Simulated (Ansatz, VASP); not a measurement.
# BaTe in VASP and in Ansatz

File POSCAR:

```
BaTe
1.0
    4.2448181587      0.0000000000      0.0000000000
    0.0000000000      4.2448181587      0.0000000000
    0.0000000000      0.0000000000      4.2448181587
Ba Te
1 1
Direct
    0.0000000000      0.0000000000      0.0000000000
    0.5000000000      0.5000000000      0.5000000000
```

The input INCAR.step1:

```
PREC = Accurate
ENCUT = 520
ISMEAR = 0
SIGMA = 0.01
LREAL = F
LASPH = T
NELM = 60
NBANDS = 15
GGA = PE
ALGO = Normal
EDIFF = 1E-4
LWAVE = T
LCHARG = F
```

Contents of INCAR.step2:

```
PREC = Accurate
ENCUT = 520
EDIFF = 1E-6
ISMEAR = 0
SIGMA = 0.01
LREAL = F
LASPH = T
NELM = 60
ALGO = Normal
ISIF = 2
LWAVE = F
LCHARG = F
METAGGA = R2SCAN
LMIXTAU = T
NBANDS = 15
ISTART = 1
```

The input KPOINTS:

```
regular mesh
0
Gamma
  6 6 6
```

Input for Ansatz:

```yaml
crystal:
  lattice:
    - [4.2448181587, 0.0, 0.0]
    - [0.0, 4.2448181587, 0.0]
    - [0.0, 0.0, 4.2448181587]
  atoms:
    - { symbol: Ba, position: [0.0, 0.0, 0.0] }
    - { symbol: Te, position: [0.5, 0.5, 0.5] }
kpoints:
  mp_grid: { grid: [6, 6, 6] }
  band_path:
    path:
      - [0.0, 0.0, 0.0]
      - [0.0, 0.5, 0.0]
      - [0.5, 0.5, 0.0]
      - [0.5, 0.5, 0.5]
      - [0.0, 0.5, 0.5]
    npoints: 1
hamiltonian:
  xc: r2scan
scf:
  occupations: { method: fixed }
  n_extra_bands: 4
output:
  forces: true
  stress: true
  eigenvalues: true
```

Alike in both runs: task single point; functional r2SCAN; k mesh 6 × 6 × 6; no spin polarisation.

|  | VASP | Ansatz |
| --- | --- | --- |
| version | VASP 6.6.1 | Ansatz 0.2.0 |
| potentials or method | VASP PAW PBE potentials, release 64 (Ba_sv, Te) | plane waves, PAW |
| plane-wave cutoff (eV) | 520 | 500 |
| occupations | gaussian, width 0.01 eV | fixed |
| valence electrons in the cell | 16 | 26 |

```tsv
	VASP	Ansatz	Ansatz less VASP
gap on the k mesh at the Fermi level (eV)	1.10	1.20	+0.096
pressure (GPa)	0.4	0.0	-0.48
```

VASP's potentials were made for PBE, not for r2SCAN. VASP's potentials hold 16 valence electrons a cell and Ansatz's 26, so a difference there can come from the potentials and not from the codes.

Neither program's run includes spin-orbit coupling.
